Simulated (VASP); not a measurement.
Input of a VASP 6.6.1 run:

File INCAR:

```
AGGAC    = 1.0          
AGGAX    = 1.0          
ALDAC    = 0.0          
ALDAX    = 1.0          
ALGO     = Normal         # electronic algorithm
EDIFF    = 1E-6           # SCF threshold, eV
ENCUT    = 520            # plane-wave cutoff, eV
GGA      = B5             # functional
ISIF     = 2              # what is computed and relaxed
ISMEAR   = -1             # smearing method
ISPIN    = 2              # spin polarisation
IVDW     = 12             # dispersion correction
LASPH    = T              # aspherical terms in the spheres
LCHARG   = T              # write CHGCAR
LELF     = T              # ELF
LMAXMIX  = 4              # l up to which the mixer works
LORBIT   = 11             # projections on sites
LREAL    = F              # projectors in reciprocal space
LVHAR    = T            
LWAVE    = F              # write WAVECAR
MAGMOM   = 0 0 4 4        # initial moments
NBANDS   = 30             # bands
NELM     = 150            # most SCF steps
PREC     = Accurate       # precision mode
SIGMA    = 0.05           # smearing width, eV
VDW_A1   = 0.4298       
VDW_A2   = 4.2359       
VDW_S6   = 1.0          
VDW_S8   = 2.6996
```

The input KPOINTS:

```
k-points
0
Gamma
  7 7 5
```

File POSCAR:

```
MnSb
1.0
    4.0142483387      0.0000000000      0.0000000000
   -2.0071241694      3.4764410384      0.0000000000
    0.0000000000      0.0000000000      5.5008650433
Sb Mn
2 2
Direct
    0.6666666667      0.3333333333      0.7500000000
    0.3333333333      0.6666666667      0.2500000000
    0.0000000000      0.0000000000      0.5000000000
    0.0000000000      0.0000000000      0.0000000000
```

Potentials or basis: VASP PAW PBE potentials, release 64 (Sb, Mn_pv).

Command:

```sh
$ cat potpaw_PBE.64/Sb/POTCAR potpaw_PBE.64/Mn_pv/POTCAR > POTCAR
$ mpirun -np 1 vasp_std > vasp.out
```

Task: What does it give for the site moments?

Result: Sb -0.11; Mn +2.87 μB.

Task: What does it give for the pressure?

Result: 0.0 GPa.

Task: Estimate the net moment.

Result: 5.67 μB per cell.

Caveat: the dispersion term is far too large for a dense solid, which distorts pressure and volume; the PAW data sets were made with another functional, which shifts forces and pressure a little; the run started ferromagnetic, and an antiferromagnetic order may lie lower in energy.
